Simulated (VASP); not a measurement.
# BaTiO3 (Amm2) in VASP: further runs

BaTiO3 is run at these levels: PBE; tasks: single point.

All numbers are computed with VASP 6.6.1; they aren't measurements. Logs are shortened: lines on timing, memory, paths and dates and some standing lists are left out, and cuts for length are marked.

## Step 1: The cell of the first run

Symmetry: Amm2, No. 38, orthorhombic system. The conventional cell has a = 3.984 Å, b = 5.674 Å, c = 5.521 Å, α = 90.00°, β = 90.00°, γ = 90.00°. Ba (site symmetry mm2) has 12 O at 2.72 to 2.84 Å and 8 Ti at 3.37 to 3.47 Å within 3.6 Å. Within 2.6 Å of Ti (site symmetry mm2) lie 6 O at 1.92 to 2.03 Å. O (site symmetry mm2) has 2 Ti at 1.99 Å within 2.6 Å. O (site symmetry m) has 2 Ti at 1.92 to 2.03 Å within 2.6 Å.

## Step 2: Single point, PBE (zz strain of -3 %)

File INCAR:

```
ALGO = Normal
EDIFF = 1E-6
ENCUT = 520
GGA = PE
ISIF = 2
ISMEAR = -1
LASPH = True
LCHARG = False
LREAL = False
LWAVE = False
NBANDS = 28
NELM = 100
PREC = Accurate
SIGMA = 0.05
```

File KPOINTS:

```
k-points
0
Gamma
  8 8 8
```

File POSCAR:

```
BaTiO3
1.0
    3.9841000000      0.0000000000      0.0000000000
    0.0000000000      2.8370500000      2.7604260000
    0.0000000000     -2.8370500000      2.7604260000
Ba Ti O
1 1 3
Direct
    0.0000000000      0.0000000000      0.0000000000
    0.5000000000      0.5079000000      0.5079000000
    0.0000000000      0.4921000000      0.4921000000
    0.5000000000      0.5025100000      0.9937100000
    0.5000000000      0.9937100000      0.5025100000
```

Potentials or basis: VASP PAW PBE potentials, release 64 (Ba_sv, Ti_sv, O).

Command:

```sh
> cat potpaw_PBE.64/Ba_sv/POTCAR potpaw_PBE.64/Ti_sv/POTCAR potpaw_PBE.64/O/POTCAR > POTCAR
> mpirun -np 1 vasp_std > vasp.out
```

OUTCAR:

```text
EDIFF = 1E-6
   ENCUT = 520
   GGA = PE
   ISIF = 2
   ISMEAR = -1
   LASPH = True
   LREAL = False
   NELM = 100
   PREC = Accurate

 ion  position               nearest neighbor table
   1  0.000  0.000  0.000-   3 2.72   4 2.80   5 2.80   4 2.80   5 2.80   3 2.80   4 2.82   5 2.82
                             4 2.82   5 2.82   3 2.84   3 2.84   2 3.37   2 3.37   2 3.44   2 3.44
   2  0.500  0.508  0.508-   4 1.92   5 1.92   3 1.99   3 1.99   5 2.03   4 2.03   1 3.37   1 3.37
                             1 3.44   1 3.44   1 3.47   1 3.47   1 3.47   1 3.47
   3  0.000  0.492  0.492-   2 1.99   2 1.99   1 2.72   1 2.80   1 2.84   1 2.84
   4  0.500  0.503  0.994-   2 1.92   2 2.03   1 2.80   1 2.80   1 2.82   1 2.82
   5  0.500  0.994  0.503-   2 1.92   2 2.03   1 2.80   1 2.80   1 2.82   1 2.82

  LATTYP: Found a base centered orthorhombic cell.
 ALAT       =     5.5208520000
 B/A-ratio  =     1.0277580344
 C/A-ratio  =     0.7216458619

  Lattice vectors:

 A1 = (   0.0000000000,   2.8370500000,   2.7604260000)
 A2 = (   0.0000000000,  -2.8370500000,   2.7604260000)
 A3 = (   3.9841000000,   0.0000000000,   0.0000000000)

Analysis of symmetry for initial positions (statically):
=====================================================================
 Subroutine PRICEL returns:
 Original cell was already a primitive cell.

 Routine SETGRP: Setting up the symmetry group for a
 base centered orthorhombic supercell.

 Subroutine GETGRP returns: Found  4 space group operations
 (whereof  4 operations were pure point group operations)
 out of a pool of  8 trial point group operations.

The static configuration has the point symmetry C_2v.

Analysis of symmetry for dynamics (positions and initial velocities):
=====================================================================
 Subroutine PRICEL returns:
 Original cell was already a primitive cell.

 Routine SETGRP: Setting up the symmetry group for a
 base centered orthorhombic supercell.

 Subroutine GETGRP returns: Found  4 space group operations
 (whereof  4 operations were pure point group operations)
 out of a pool of  8 trial point group operations.

The dynamic configuration has the point symmetry C_2v.

 Subroutine INISYM returns: Found  4 space group operations
 (whereof  4 operations are pure point group operations),
 and found     1 'primitive' translations

----------------------------------------------------------------------------------------

                                     Primitive cell

  volume of cell :      62.4027

  direct lattice vectors                    reciprocal lattice vectors
     3.984100000  0.000000000  0.000000000     0.250997716  0.000000000  0.000000000
     0.000000000  2.837050000  2.760426000     0.000000000  0.176239404  0.181131463
     0.000000000 -2.837050000  2.760426000     0.000000000 -0.176239404  0.181131463

  length of vectors
     3.984100000  3.958384065  3.958384065     0.250997716  0.252723039  0.252723039

  position of ions in fractional coordinates (direct lattice)
     0.000000000  0.000000000  0.000000000
     0.500000000  0.507900000  0.507900000
     0.000000000  0.492100000  0.492100000
     0.500000000  0.502510000  0.993710000
     0.500000000  0.993710000  0.502510000

  ion indices of the primitive-cell ions
   primitive index   ion index
                 1           1
                 2           2
                 3           3
                 4           4
                 5           5

----------------------------------------------------------------------------------------

 KPOINTS: k-points

Automatic generation of k-mesh.
 Grid dimensions read from file:
 generate k-points for:    8    8    8

 Generating k-lattice:

  Cartesian coordinates                     Fractional coordinates (reciprocal lattice)
     0.031374714  0.000000000  0.000000000     0.125000000  0.000000000  0.000000000
     0.000000000  0.022029925  0.022641433     0.000000000  0.125000000  0.000000000
     0.000000000 -0.022029925  0.022641433     0.000000000  0.000000000  0.125000000

  Length of vectors
     0.031374714  0.031590380  0.031590380

  Shift w.r.t. Gamma in fractional coordinates (k-lattice)
     0.000000000  0.000000000  0.000000000

 Subroutine IBZKPT returns following result:
 ===========================================

 Found    105 irreducible k-points:

 Following reciprocal coordinates:
            Coordinates               Weight
  0.000000  0.000000  0.000000      1.000000
  0.125000  0.000000  0.000000      2.000000
  0.250000  0.000000  0.000000      2.000000
  0.375000  0.000000  0.000000      2.000000
  0.500000  0.000000  0.000000      1.000000
  0.000000  0.125000  0.000000      4.000000
[... 16 lines left out ...]
  0.250000  0.500000  0.000000      4.000000
  0.375000  0.500000  0.000000      4.000000
 [... further k-points ...]
   k-points           NKPTS =    105   k-points in BZ     NKDIM =    105   number of bands    NBANDS=     28
   number of dos      NEDOS =    301   number of ions     NIONS =      5
   total plane-waves  NPLWV =  27000
   dimension x,y,z NGX =    30 NGY =   30 NGZ =   30
   dimension x,y,z NGXF=    60 NGYF=   60 NGZF=   60
   ions per type =               1   1   3
   NGX,Y,Z   is equivalent  to a cutoff of  12.52, 12.60, 12.60 a.u.
   NGXF,Y,Z  is equivalent  to a cutoff of  25.04, 25.20, 25.20 a.u.
 SYSTEM =  unknown system
   PREC   = accura    normal or accurate (medium, high low for compatibility)
   ISTART =      0    job   : 0-new  1-cont  2-samecut
   ICHARG =      2    charge: 1-file 2-atom 10-const
   ISPIN  =      1    spin polarized calculation?
   LNONCOLLINEAR =      F non collinear calculations
   LSORBIT =      F    spin-orbit coupling
   LASPH  =      T    aspherical Exc in radial PAW
   ENCUT  =  520.0 eV  38.22 Ry    6.18 a.u.   7.41  7.36  7.36*2*pi/ulx,y,z
   NELM   =    100;   NELMIN=  2; NELMDL= -5     # of ELM steps
   EDIFF  = 0.1E-05   stopping-criterion for ELM
   LREAL  =      F    real-space projection
   EDIFFG = 0.1E-04   stopping-criterion for IOM
   NSW    =      0    number of steps for IOM
   IBRION =     -1    ionic relax: 0-MD 1-quasi-New 2-CG
   NFREE  =      0    steps in history (QN), initial steepest desc. (CG)
   ISIF   =      2    stress and relaxation
   ISYM   =      2    0-nonsym 1-usesym 2-fastsym
   POTIM  = 0.5000    time-step for ionic-motion
   TEBEG  =    0.0;   TEEND  =   0.0 temperature during run
   PSTRESS=    0.0 pullay stress
   NELECT =      40.0000    total number of electrons
   NUPDOWN=      -1.0000    fix difference up-down
   EMIN   =  10.00;   EMAX   =-10.00  energy-range for DOS
   EFERMI =   0.00;   METHOD = LEGACY
   ISMEAR =    -1;   SIGMA  =   0.05  broadening in eV -4-tet -1-fermi 0-gaus
   EFERMI_NEDOS =   21; number of points for ismear=-14 and -15
   IALGO  =     38    algorithm
   IMIX   =      4    mixing-type and parameters
     AMIX     =   0.40;   BMIX     =  1.00
     AMIX_MAG =   1.60;   BMIX_MAG =  1.00
  volume/ion in A,a.u.               =      12.48        84.22
  Fermi-wavevector in a.u.,A,eV,Ry     =   1.411542  2.667427 27.108928  1.992450
  Thomas-Fermi vector in A             =   2.533382
   LORBIT       =      0    0 simple, 1 ext, 2 COOP (PROOUT), +10 PAW based schemes
   GGA     = PE    functional components
   LHFCALC =     F    Hartree Fock is set to
   AEXX    =    0.0000 exact exchange contribution
   IVDW    =     0    specifies the selected vdW correction
   LEPSILON=     F    determine dielectric tensor
   LRPA    =     F    only Hartree local field effects (RPA)
 non-spin polarized calculation
  energy-cutoff  :      520.00
  volume of cell :       62.40
 maximum number of plane-waves:      1709
 NGX is ok and might be reduce to    30
   NGX = 15   NGY = 15   NGZ = 15

 number of electron      39.9999994 magnetization

 Free energy of the ion-electron system (eV)
  ---------------------------------------------------
  ext. energy  EPLUGINS =         0.00000000
  ---------------------------------------------------
  free energy    TOTEN  =       -39.87289936 eV

  energy without entropy =      -39.87289935  energy(sigma->0) =      -39.87289936

 E-fermi :   5.0125     XC(G=0): -11.4014

 val. band max:        4.0596215414   @ k =   0.5000   0.5000   0.5000
 cond. band min:       5.9328548599   @ k =   0.0000   0.0000   0.0000
 fundamental gap:      1.8732333185
 Fermi energy:         5.0125138029

 k-point     1 :       0.0000    0.0000    0.0000
  band No.  band energies     occupation
      1     -52.4381      2.00000
      2     -28.6862      2.00000
      3     -28.6630      2.00000
      4     -28.6623      2.00000
      5     -20.7129      2.00000
      6     -12.9092      2.00000
[... 20 lines left out ...]
     27       9.1600      0.00000
     28      11.7059      0.00000

 k-point     2 :       0.1250    0.0000    0.0000
  band No.  band energies     occupation
      1     -52.4379      2.00000
      2     -28.6859      2.00000
      3     -28.6707      2.00000
      4     -28.6627      2.00000
      5     -20.6936      2.00000
      6     -12.9307      2.00000
[... 20 lines left out ...]
     27       9.4703      0.00000
     28      12.0722      0.00000

 k-point     3 :       0.2500    0.0000    0.0000
  band No.  band energies     occupation
      1     -52.4375      2.00000
      2     -28.6909      2.00000
      3     -28.6850      2.00000
      4     -28.6620      2.00000
      5     -20.6464      2.00000
      6     -13.0258      2.00000
[... 20 lines left out ...]
     27      10.2907      0.00000
     28      12.5723      0.00000

 k-point     4 :       0.3750    0.0000    0.0000
  band No.  band energies     occupation
      1     -52.4371      2.00000
      2     -28.7109      2.00000
      3     -28.6842      2.00000
      4     -28.6612      2.00000
      5     -20.5980      2.00000
      6     -13.1544      2.00000
[... 578 lines left out ...]
     27      12.0999      0.00000
     28      12.5959      0.00000

 k-point    23 :       0.2500    0.5000    0.0000
  band No.  band energies     occupation
      1     -52.4363      2.00000
      2     -28.7363      2.00000
      3     -28.6876      2.00000
      4     -28.6694      2.00000
      5     -20.5306      2.00000
      6     -12.9151      2.00000
[... 20 lines left out ...]
     27      12.7983      0.00000
     28      12.9576      0.00000

 k-point    24 :       0.3750    0.5000    0.0000
  band No.  band energies     occupation
      1     -52.4359      2.00000
      2     -28.7349      2.00000
      3     -28.7070      2.00000
      4     -28.6686      2.00000
      5     -20.5011      2.00000
      6     -12.7001      2.00000
[... 20 lines left out ...]
     27      12.2362      0.00000
     28      13.8360      0.00000

 [... further k-points ...]
[... 5 lines left out ...]
  --------------------------------------------------------------------------------------
  -------------------------------------------------------------------------------------
  Total        3.1406113      2.5852743      5.4077431      0.0000000      0.0000000      0.0000000
  in kB       80.6346007     66.3764302    138.8427821      0.0000000      0.0000000      0.0000000
  external PRESSURE =      95.2846043 kB  Pullay stress =       0.0000000 kB

 VOLUME and BASIS-vectors are now :
 -----------------------------------------------------------------------------
  energy-cutoff  :      520.00
  volume of cell :       62.40
      direct lattice vectors                 reciprocal lattice vectors
     3.984100000  0.000000000  0.000000000     0.250997716  0.000000000  0.000000000
     0.000000000  2.837050000  2.760426000     0.000000000  0.176239404  0.181131463
     0.000000000 -2.837050000  2.760426000     0.000000000 -0.176239404  0.181131463

 POSITION                                       TOTAL-FORCE (eV/Angst)
 -----------------------------------------------------------------------------------
      0.00000      0.00000      0.00000         0.000000     -0.000000      0.067459
      1.99205      0.00000      2.80404         0.000000     -0.000000      0.001867
      0.00000      0.00000      2.71681         0.000000     -0.000000      0.128278
      1.99205     -1.39356      4.13020         0.000000     -0.082373     -0.098801
      1.99205      1.39356      4.13020         0.000000      0.082373     -0.098801
 -----------------------------------------------------------------------------------
    total drift:                                0.000000     -0.000000      0.000407

  FREE ENERGIE OF THE ION-ELECTRON SYSTEM (eV)
  ---------------------------------------------------
  free  energy   TOTEN  =       -39.8728993555 eV

  energy  without entropy=      -39.8728993549  energy(sigma->0) =      -39.87289936
```

Run time: 5.2 min. Hardware: 1 thread of Intel Xeon 8259CL, shared host; peak memory 0.3 GiB.

What came out:

| Item | Value |
| --- | --- |
| Free energy | -39.8729 eV |
| Pressure | 9.5 GPa |
| Largest force | 0.129 eV/Å |
| Band gap on the k mesh | 1.87 eV (least direct gap 1.97 eV) |

Forces in eV/Å, atoms in the order of the input:
```
Ba   0.000  0.000  0.067
Ti   0.000  0.000  0.002
O    0.000  0.000  0.128
O    0.000 -0.082 -0.099
O    0.000  0.082 -0.099
```

Stress tensor (GPa, compression positive):
```
 8.06  0.00  0.00
 0.00  6.64  0.00
 0.00  0.00 13.88
```

Caveat: the cell differs from its parent crystal (zz strain of -3 %); the stress differs along the axes, from 7 to 14 GPa; spin-orbit coupling is left out, which moves the levels of the heavy elements. A k mesh can miss the band edges.

## Step 3: Single point, PBE (zz strain of -1 %)

File INCAR:

```
SYSTEM = BaTiO3
PREC = Accurate
ENCUT = 520
EDIFF = 1E-6
ISMEAR = -1
SIGMA = 0.05
LREAL = .FALSE.
LASPH = .TRUE.
NELM = 60
ALGO = Normal
ISIF = 2
LWAVE = .FALSE.
LCHARG = .FALSE.
GGA = PE
NBANDS = 28
```

File KPOINTS:

```
regular mesh
0
G
  8 8 8
  0 0 0
```

POSCAR, as its differences from that of step 2:

```diff
@@ -3,4 +3,4 @@
     3.9841000000      0.0000000000      0.0000000000
-    0.0000000000      2.8370500000      2.7604260000
-    0.0000000000     -2.8370500000      2.7604260000
+    0.0000000000      2.8370500000      2.8173420000
+    0.0000000000     -2.8370500000      2.8173420000
 Ba Ti O
```

Potentials or basis: VASP PAW PBE potentials, release 64 (Ba_sv, Ti_sv, O).

Command:

```sh
> cat potpaw_PBE.64/Ba_sv/POTCAR potpaw_PBE.64/Ti_sv/POTCAR potpaw_PBE.64/O/POTCAR > POTCAR
> mpirun -np 1 vasp_std > vasp.out
```

OUTCAR:

```text
SYSTEM = BaTiO3
   PREC = Accurate
   ENCUT = 520
   EDIFF = 1E-6
   ISMEAR = -1
   LREAL = .FALSE.
   LASPH = .TRUE.
   NELM = 60
   ISIF = 2
   GGA = PE

 ion  position               nearest neighbor table
   1  0.000  0.000  0.000-   3 2.77   4 2.82   5 2.82   4 2.82   5 2.82   4 2.83   5 2.83   5 2.83
                             4 2.83   3 2.84   3 2.84   3 2.86   2 3.41   2 3.41   2 3.47   2 3.47
   2  0.500  0.508  0.508-   4 1.94   5 1.94   3 1.99   3 1.99   5 2.06   4 2.06   1 3.41   1 3.41
                             1 3.47   1 3.47   1 3.47   1 3.47   1 3.49   1 3.49
   3  0.000  0.492  0.492-   2 1.99   2 1.99   1 2.77   1 2.84   1 2.84   1 2.86
   4  0.500  0.503  0.994-   2 1.94   2 2.06   1 2.82   1 2.82   1 2.83   1 2.83
   5  0.500  0.994  0.503-   2 1.94   2 2.06   1 2.82   1 2.82   1 2.83   1 2.83

  LATTYP: Found a base centered orthorhombic cell.
 ALAT       =     5.6346840000
 B/A-ratio  =     1.0069952459
 C/A-ratio  =     0.7070671576

  Lattice vectors:

 A1 = (   0.0000000000,   2.8370500000,   2.8173420000)
 A2 = (   0.0000000000,  -2.8370500000,   2.8173420000)
 A3 = (   3.9841000000,   0.0000000000,   0.0000000000)

Analysis of symmetry for initial positions (statically):
[... 177 lines left out ...]
  energy without entropy =      -39.95503029  energy(sigma->0) =      -39.95503029

 E-fermi :   4.8176     XC(G=0): -11.2934

 val. band max:        3.8923578258   @ k =   0.5000   0.5000   0.5000
 cond. band min:       5.7138038411   @ k =   0.0000   0.0000   0.0000
 fundamental gap:      1.8214460153
 Fermi energy:         4.8176121177

 k-point     1 :       0.0000    0.0000    0.0000
  band No.  band energies     occupation
      1     -52.6841      2.00000
      2     -28.9102      2.00000
      3     -28.9036      2.00000
      4     -28.8994      2.00000
      5     -20.9173      2.00000
      6     -13.0219      2.00000
[... 733 lines left out ...]
     27      11.9647      0.00000
     28      13.5459      0.00000

 [... further k-points ...]
[... 5 lines left out ...]
  --------------------------------------------------------------------------------------
  -------------------------------------------------------------------------------------
  Total        2.2109855      1.8238024      2.5365963      0.0000000      0.0000000      0.0000000
  in kB       55.6198337     45.8798074     63.8109421      0.0000000      0.0000000      0.0000000
  external PRESSURE =      55.1035277 kB  Pullay stress =       0.0000000 kB

 VOLUME and BASIS-vectors are now :
 -----------------------------------------------------------------------------
  energy-cutoff  :      520.00
  volume of cell :       63.69
      direct lattice vectors                 reciprocal lattice vectors
     3.984100000  0.000000000  0.000000000     0.250997716  0.000000000  0.000000000
     0.000000000  2.837050000  2.817342000     0.000000000  0.176239404  0.177472242
     0.000000000 -2.837050000  2.817342000     0.000000000 -0.176239404  0.177472242

 POSITION                                       TOTAL-FORCE (eV/Angst)
 -----------------------------------------------------------------------------------
      0.00000      0.00000      0.00000         0.000000      0.000000      0.081724
      1.99205      0.00000      2.86186         0.000000      0.000000      0.119670
      0.00000      0.00000      2.77283         0.000000      0.000000      0.106254
      1.99205     -1.39356      4.21536         0.000000     -0.028150     -0.153824
      1.99205      1.39356      4.21536         0.000000      0.028150     -0.153824
 -----------------------------------------------------------------------------------
    total drift:                                0.000000     -0.000000      0.000147

  FREE ENERGIE OF THE ION-ELECTRON SYSTEM (eV)
  ---------------------------------------------------
  free  energy   TOTEN  =       -39.9550302940 eV

  energy  without entropy=      -39.9550302932  energy(sigma->0) =      -39.95503029
```

stdout:

```text
POSCAR found type information on POSCAR BaTiO
 POSCAR found :  3 types and       5 ions
 scaLAPACK will be used
 LDA part: xc-table for (Slater+PW92), standard interpolation
 POSCAR, INCAR and KPOINTS ok, starting setup
 FFT: planning ... GRIDC
 FFT: planning ... GRID_SOFT
 FFT: planning ... GRID
 WAVECAR not read
 entering main loop
```

Run time: 4.4 min. Hardware: 1 thread of Intel Xeon 8259CL, shared host; peak memory 0.31 GiB.

What came out:

```
Free energy            : -39.9550 eV
Pressure               : 5.5 GPa
Largest force          : 0.156 eV/Å
Band gap on the k mesh : 1.82 eV (least direct gap 2.00 eV)
```

Forces on the atoms (eV/Å):
```
Ba   0.000  0.000  0.082
Ti   0.000  0.000  0.120
O    0.000  0.000  0.106
O    0.000 -0.028 -0.154
O    0.000  0.028 -0.154
```

Stress tensor (GPa, compression positive):
```
5.56 0.00 0.00
0.00 4.59 0.00
0.00 0.00 6.38
```

Caveat: the cell differs from its parent crystal (zz strain of -1 %); the cell stands under pressure; spin-orbit coupling is left out, which moves the levels of the heavy elements. A k mesh can miss the band edges.

(Continued in part 2 of 2.)
